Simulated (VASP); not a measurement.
# Zn3Pd (I4/mmm) in VASP: a series of runs

The runs below take Zn3Pd through single point, with LDA.

All numbers are computed with VASP 6.6.1; they aren't measurements. Logs are shortened: lines on timing, memory, paths and dates and some standing lists are left out, and cuts for length are marked.

## Step 1: The cell of the first run

It takes space group I4/mmm (No. 139, tetragonal). Conventional cell: a = 3.650 Å, b = 3.650 Å, c = 7.915 Å, α = 90.00°, β = 90.00°, γ = 90.00°. Within 3.4 Å of Zn (site symmetry -4m2) lie 8 Zn at 2.58 to 2.69 Å and 4 Pd at 2.69 Å. Zn (site symmetry 4/mmm) has 4 Pd at 2.58 Å and 8 Zn at 2.69 Å within 3.4 Å. Pd (site symmetry 4/mmm) has 12 Zn at 2.58 to 2.69 Å within 3.4 Å.

## Step 2: Single point, LDA

Input file INCAR:

```
SYSTEM = Zn3Pd
ALGO     = Normal         ! electronic algorithm
EDIFF    = 1E-7           ! SCF threshold, eV
ENCUT    = 520            ! plane-wave cutoff, eV
ISIF     = 2              ! what is computed and relaxed
ISMEAR   = 0              ! smearing method
LASPH    = .TRUE.         ! aspherical terms in the spheres
LCHARG   = .FALSE.        ! write CHGCAR
LREAL    = .FALSE.        ! projectors in reciprocal space
LWAVE    = .FALSE.        ! write WAVECAR
NBANDS   = 31             ! bands
NELM     = 100            ! most SCF steps
PREC     = Accurate       ! precision mode
SIGMA    = 0.1            ! smearing width, eV
```

Input file KPOINTS:

```
k-points
0
G
  16 16 16
  0 0 0
```

Input file POSCAR:

```
Zn3Pd
1.0
   -1.8251176442      1.8251176442      3.9574481544
    1.8251176442     -1.8251176442      3.9574481544
    1.8251176442      1.8251176442     -3.9574481544
Zn Pd
3 1
Direct
    0.7500000000      0.2500000000      0.5000000000
    0.2500000000      0.7500000000      0.5000000000
    0.5000000000      0.5000000000      0.0000000000
    0.0000000000      0.0000000000      0.0000000000
```

Potentials or basis: VASP PAW LDA potentials, release 64 (Zn, Pd).

Launch:

```sh
$ cat potpaw_LDA.64/Zn/POTCAR potpaw_LDA.64/Pd/POTCAR > POTCAR
$ mpirun -np 1 vasp_std > vasp.out
```

OUTCAR:

```text
SYSTEM = Zn3Pd
   EDIFF = 1E-7
   ENCUT = 520
   ISIF = 2
   ISMEAR = 0
   LASPH = .TRUE.
   LREAL = .FALSE.
   NELM = 100
   PREC = Accurate

 ion  position               nearest neighbor table
   1  0.750  0.250  0.500-   2 2.58   2 2.58   2 2.58   2 2.58   4 2.69   3 2.69   4 2.69   4 2.69
                             3 2.69   3 2.69   4 2.69   3 2.69
   2  0.250  0.750  0.500-   1 2.58   1 2.58   1 2.58   1 2.58   4 2.69   3 2.69   4 2.69   3 2.69
                             4 2.69   4 2.69   3 2.69   3 2.69
   3  0.500  0.500  0.000-   4 2.58   4 2.58   4 2.58   4 2.58   2 2.69   1 2.69   2 2.69   1 2.69
                             2 2.69   2 2.69   1 2.69   1 2.69
   4  0.000  0.000  0.000-   3 2.58   3 2.58   3 2.58   3 2.58   2 2.69   1 2.69   2 2.69   2 2.69
                             1 2.69   1 2.69   2 2.69   1 2.69

  LATTYP: Found a body centered tetragonal cell.
 ALAT       =     3.6502352884
 C/A-ratio  =     2.1683249663

  Lattice vectors:

 A1 = (  -1.8251176442,   1.8251176442,   3.9574481544)
 A2 = (   1.8251176442,  -1.8251176442,   3.9574481544)
 A3 = (   1.8251176442,   1.8251176442,  -3.9574481544)

Analysis of symmetry for initial positions (statically):
=====================================================================
 Subroutine PRICEL returns:
 Original cell was already a primitive cell.

 Routine SETGRP: Setting up the symmetry group for a
 body centered tetragonal supercell.

 Subroutine GETGRP returns: Found 16 space group operations
 (whereof 16 operations were pure point group operations)
 out of a pool of 16 trial point group operations.

The static configuration has the point symmetry D_4h.

Analysis of symmetry for dynamics (positions and initial velocities):
=====================================================================
 Subroutine PRICEL returns:
 Original cell was already a primitive cell.

 Routine SETGRP: Setting up the symmetry group for a
 body centered tetragonal supercell.

 Subroutine GETGRP returns: Found 16 space group operations
 (whereof 16 operations were pure point group operations)
 out of a pool of 16 trial point group operations.

The dynamic configuration has the point symmetry D_4h.

 Subroutine INISYM returns: Found 16 space group operations
 (whereof 16 operations are pure point group operations),
 and found     1 'primitive' translations

----------------------------------------------------------------------------------------

                                     Primitive cell

  volume of cell :      52.7299

  direct lattice vectors                    reciprocal lattice vectors
    -1.825117644  1.825117644  3.957448154     0.000000000  0.273954943  0.126344043
     1.825117644 -1.825117644  3.957448154     0.273954943  0.000000000  0.126344043
     1.825117644  1.825117644 -3.957448154     0.273954943  0.273954943  0.000000000

  length of vectors
     4.724775627  4.724775627  4.724775627     0.301685479  0.301685479  0.387430796

  position of ions in fractional coordinates (direct lattice)
     0.750000000  0.250000000  0.500000000
     0.250000000  0.750000000  0.500000000
     0.500000000  0.500000000  0.000000000
     0.000000000  0.000000000  0.000000000

  ion indices of the primitive-cell ions
   primitive index   ion index
                 1           1
                 2           2
                 3           3
                 4           4

----------------------------------------------------------------------------------------

 KPOINTS: k-points

Automatic generation of k-mesh.
 Grid dimensions read from file:
 generate k-points for:   16   16   16

 Generating k-lattice:

  Cartesian coordinates                     Fractional coordinates (reciprocal lattice)
     0.000000000  0.017122184  0.007896503     0.062500000  0.000000000 -0.000000000
     0.017122184  0.000000000  0.007896503     0.000000000  0.062500000 -0.000000000
     0.017122184  0.017122184  0.000000000     0.000000000  0.000000000  0.062500000

  Length of vectors
     0.018855342  0.018855342  0.024214425

  Shift w.r.t. Gamma in fractional coordinates (k-lattice)
     0.000000000  0.000000000  0.000000000

 Subroutine IBZKPT returns following result:
 ===========================================

 Found    349 irreducible k-points:

 Following reciprocal coordinates:
            Coordinates               Weight
  0.000000  0.000000  0.000000      1.000000
  0.062500  0.000000  0.000000      8.000000
  0.125000  0.000000  0.000000      8.000000
  0.187500  0.000000  0.000000      8.000000
  0.250000  0.000000  0.000000      8.000000
  0.312500  0.000000  0.000000      8.000000
[... 16 lines left out ...]
 -0.125000  0.062500  0.000000     16.000000
 -0.062500  0.062500  0.000000      4.000000
 [... further k-points ...]
   k-points           NKPTS =    349   k-points in BZ     NKDIM =    349   number of bands    NBANDS=     31
   number of dos      NEDOS =    301   number of ions     NIONS =      4
   total plane-waves  NPLWV =  46656
   dimension x,y,z NGX =    36 NGY =   36 NGZ =   36
   dimension x,y,z NGXF=    72 NGYF=   72 NGZF=   72
   ions per type =               3   1
   NGX,Y,Z   is equivalent  to a cutoff of  12.67, 12.67, 12.67 a.u.
   NGXF,Y,Z  is equivalent  to a cutoff of  25.33, 25.33, 25.33 a.u.
 SYSTEM =  Zn3Pd
   PREC   = accura    normal or accurate (medium, high low for compatibility)
   ISTART =      0    job   : 0-new  1-cont  2-samecut
   ICHARG =      2    charge: 1-file 2-atom 10-const
   ISPIN  =      1    spin polarized calculation?
   LNONCOLLINEAR =      F non collinear calculations
   LSORBIT =      F    spin-orbit coupling
   LASPH  =      T    aspherical Exc in radial PAW
   ENCUT  =  520.0 eV  38.22 Ry    6.18 a.u.   8.78  8.78  8.78*2*pi/ulx,y,z
   NELM   =    100;   NELMIN=  2; NELMDL= -5     # of ELM steps
   EDIFF  = 0.1E-06   stopping-criterion for ELM
   LREAL  =      F    real-space projection
   EDIFFG = 0.1E-05   stopping-criterion for IOM
   NSW    =      0    number of steps for IOM
   IBRION =     -1    ionic relax: 0-MD 1-quasi-New 2-CG
   NFREE  =      0    steps in history (QN), initial steepest desc. (CG)
   ISIF   =      2    stress and relaxation
   ISYM   =      2    0-nonsym 1-usesym 2-fastsym
   POTIM  = 0.5000    time-step for ionic-motion
   TEBEG  =    0.0;   TEEND  =   0.0 temperature during run
   PSTRESS=    0.0 pullay stress
   NELECT =      46.0000    total number of electrons
   NUPDOWN=      -1.0000    fix difference up-down
   EMIN   =  10.00;   EMAX   =-10.00  energy-range for DOS
   EFERMI =   0.00;   METHOD = LEGACY
   ISMEAR =     0;   SIGMA  =   0.10  broadening in eV -4-tet -1-fermi 0-gaus
   EFERMI_NEDOS =   21; number of points for ismear=-14 and -15
   IALGO  =     38    algorithm
   IMIX   =      4    mixing-type and parameters
     AMIX     =   0.40;   BMIX     =  1.00
     AMIX_MAG =   1.60;   BMIX_MAG =  1.00
  volume/ion in A,a.u.               =      13.18        88.96
  Fermi-wavevector in a.u.,A,eV,Ry     =   1.564258  2.956019 33.292149  2.446904
  Thomas-Fermi vector in A             =   2.666909
   LORBIT       =      0    0 simple, 1 ext, 2 COOP (PROOUT), +10 PAW based schemes
   GGA     = CA    functional components
   LHFCALC =     F    Hartree Fock is set to
   AEXX    =    0.0000 exact exchange contribution
   IVDW    =     0    specifies the selected vdW correction
   LEPSILON=     F    determine dielectric tensor
   LRPA    =     F    only Hartree local field effects (RPA)
 non-spin polarized calculation
 Gauss-broadening in eV      SIGMA  =   0.10
  energy-cutoff  :      520.00
  volume of cell :       52.73
 maximum number of plane-waves:      1450
   NGX = 17   NGY = 17   NGZ = 17

 number of electron      45.9999994 magnetization

 Free energy of the ion-electron system (eV)
  ---------------------------------------------------
  ext. energy  EPLUGINS =         0.00000000
  ---------------------------------------------------
  free energy    TOTEN  =       -13.63453014 eV

  energy without entropy =      -13.62981838  energy(sigma->0) =      -13.63217426

 E-fermi :   5.7655     XC(G=0): -13.0679

 val. band max:        5.7556669783   @ k =   0.1875   0.1875   0.0625
 cond. band min:       5.7671366918   @ k =   0.5000   0.5000   0.4375
 fundamental gap:      0.0114697135
 Fermi energy:         5.7654783798

 k-point     1 :       0.0000    0.0000    0.0000
  band No.  band energies     occupation
      1      -4.9785      2.00000
      2      -2.7860      2.00000
      3      -2.7282      2.00000
      4      -2.5756      2.00000
      5      -2.1466      2.00000
      6      -2.1150      2.00000
[... 23 lines left out ...]
     30      13.7221      0.00000
     31      13.8232      0.00000

 k-point     2 :       0.0625    0.0000    0.0000
  band No.  band energies     occupation
      1      -4.9211      2.00000
      2      -2.7677      2.00000
      3      -2.7152      2.00000
      4      -2.5660      2.00000
      5      -2.1559      2.00000
      6      -2.1326      2.00000
[... 23 lines left out ...]
     30      13.7816      0.00000
     31      14.2824      0.00000

 k-point     3 :       0.1250    0.0000    0.0000
  band No.  band energies     occupation
      1      -4.7503      2.00000
      2      -2.7146      2.00000
      3      -2.6766      2.00000
      4      -2.5384      2.00000
      5      -2.2024      2.00000
      6      -2.1679      2.00000
[... 23 lines left out ...]
     30      13.8560      0.00000
     31      15.4651      0.00000

 k-point     4 :       0.1875    0.0000    0.0000
  band No.  band energies     occupation
      1      -4.4713      2.00000
      2      -2.6321      2.00000
      3      -2.6137      2.00000
      4      -2.4959      2.00000
      5      -2.2498      2.00000
      6      -2.2021      2.00000
[... 635 lines left out ...]
     30      14.7473      0.00000
     31      15.0106      0.00000

 k-point    23 :      -0.1250    0.0625    0.0000
  band No.  band energies     occupation
      1      -4.7333      2.00000
      2      -2.7163      2.00000
      3      -2.6583      2.00000
      4      -2.5161      2.00000
      5      -2.1781      2.00000
      6      -2.1305      2.00000
[... 23 lines left out ...]
     30      14.2313      0.00000
     31      15.4294      0.00000

 k-point    24 :      -0.0625    0.0625    0.0000
  band No.  band energies     occupation
      1      -4.8838      2.00000
      2      -2.7563      2.00000
      3      -2.7023      2.00000
      4      -2.5501      2.00000
      5      -2.1388      2.00000
      6      -2.1333      2.00000
[... 23 lines left out ...]
     30      14.1948      0.00000
     31      14.3202      0.00000

 [... further k-points ...]
[... 5 lines left out ...]
  --------------------------------------------------------------------------------------
  -------------------------------------------------------------------------------------
  Total        0.3213485      0.3213485      0.3032506      0.0000000     -0.0000000     -0.0000000
  in kB        9.7640486      9.7640486      9.2141510      0.0000000     -0.0000000     -0.0000000
  external PRESSURE =       9.5807494 kB  Pullay stress =       0.0000000 kB

 VOLUME and BASIS-vectors are now :
 -----------------------------------------------------------------------------
  energy-cutoff  :      520.00
  volume of cell :       52.73
      direct lattice vectors                 reciprocal lattice vectors
    -1.825117644  1.825117644  3.957448154     0.000000000  0.273954943  0.126344043
     1.825117644 -1.825117644  3.957448154     0.273954943  0.000000000  0.126344043
     1.825117644  1.825117644 -3.957448154     0.273954943  0.273954943  0.000000000

 POSITION                                       TOTAL-FORCE (eV/Angst)
 -----------------------------------------------------------------------------------
      0.00000      1.82512      1.97872        -0.000000      0.000000      0.000000
      1.82512      0.00000      1.97872         0.000000     -0.000000      0.000000
      0.00000      0.00000      3.95745         0.000000     -0.000000     -0.000000
      0.00000      0.00000      0.00000         0.000000     -0.000000     -0.000000
 -----------------------------------------------------------------------------------
    total drift:                               -0.000000      0.000000      0.000000

  FREE ENERGIE OF THE ION-ELECTRON SYSTEM (eV)
  ---------------------------------------------------
  free  energy   TOTEN  =       -13.6345301420 eV

  energy  without entropy=      -13.6298183838  energy(sigma->0) =      -13.63217426
```

Run time: 4.2 min. Hardware: 1 thread of Intel Xeon 6975P-C (Granite Rapids), shared host; peak memory 0.55 GiB.

Results:

| Property | Result |
| --- | --- |
| Free energy | -13.6345 eV |
| Pressure | 1.0 GPa |
| Band gap on the k mesh | zero (band 23 reaches 9.33 eV, above the bottom of band 24 at 4.39 eV) |

## Step 3: Single point, LDA

Input file INCAR:

```
SYSTEM = Zn3Pd
PREC = Accurate
ENCUT = 520
EDIFF = 1E-7
ISMEAR = 0
SIGMA = 0.1
LREAL = .False.
LASPH = .True.
NELM = 100
ALGO = Normal
ISIF = 2
LWAVE = .False.
LCHARG = .False.
GGA = CA
NBANDS = 31
```

Input file KPOINTS:

```
regular mesh
0
Gamma
  16 16 16
  0 0 0
```

POSCAR is that of step 2.

Potentials or basis: VASP PAW LDA potentials, release 64 (Zn, Pd).

Launch:

```sh
$ cat potpaw_LDA.64/Zn/POTCAR potpaw_LDA.64/Pd/POTCAR > POTCAR
$ mpirun -np 1 vasp_std > vasp.out
```

It took 4.3 min on 1 thread of Intel Xeon 6975P-C (Granite Rapids), shared host; peak memory 0.55 GiB.

It converged, with:

* Free energy: -13.6345 eV
* Pressure: 1.0 GPa
* Band gap on the k mesh: zero (band 23 reaches 9.33 eV, above the bottom of band 24 at 4.39 eV)

Levels at points of the mesh, in eV from the Fermi level:
```csv
k point,band 19,band 20,band 21,band 22,band 23,band 24,band 25,band 26,band 27,band 28
"(0.00, 0.00, 0.00)",-3.52,-3.52,-2.55,-1.30,3.56,4.16,4.16,4.17,4.17,4.52
"(0.50, 0.00, 0.00)",-3.86,-3.22,-3.07,-2.32,-1.10,1.09,5.22,5.84,6.10,7.84
"(0.50, 0.50, 0.00)",-3.59,-3.35,-2.86,-2.58,-2.12,-0.92,1.44,2.18,6.32,6.44
"(0.50, 0.50, 0.50)",-2.95,-2.86,-2.86,-2.58,0.15,0.15,5.25,5.58,8.76,9.27
```
